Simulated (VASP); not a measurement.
A run of VASP 6.6.1 is set up as follows.

Contents of INCAR:

```
PREC = Accurate
ENCUT = 520
EDIFF = 1E-6
ISMEAR = 0
SIGMA = 0.01
LREAL = F
LASPH = T
NELM = 60
ALGO = Normal
ISIF = 2
LWAVE = F
LCHARG = F
GGA = PE
NBANDS = 19
```

KPOINTS

```
regular mesh
0
Gamma
  4 4 4
```

The input POSCAR:

```
SrCl2
1.0
    2.0857437711      1.2042047277      6.1350482906
   -2.0857437711      1.2042047277      6.1350482906
    0.0000000000     -2.4084094554      6.1350482906
Sr Cl
1 2
Direct
    0.0002014277      0.0002014277      0.0002014277
    0.4227725669      0.4227725669      0.4227725669
    0.2436926721      0.2436926721      0.2436926721
```

Potentials or basis: VASP PAW PBE potentials, release 64 (Sr_sv, Cl).

Command:

```console
$ cat potpaw_PBE.64/Sr_sv/POTCAR potpaw_PBE.64/Cl/POTCAR > POTCAR
$ mpirun -np 1 vasp_std > vasp.out
```

Estimate the band gap on the k mesh.

4.35 eV, direct.

Predict the pressure.

1.3 GPa.

Predict the largest force.

0.004 eV/Å.

Forces on the atoms (eV/Å):
```
Sr   0.000  0.000 -0.004
Cl   0.000  0.000 -0.001
Cl   0.000  0.000  0.004
```

Caveat: the k points lie up to 0.44 Å⁻¹ apart. A hybrid or GW would open this gap; PBE tends to underestimate it.
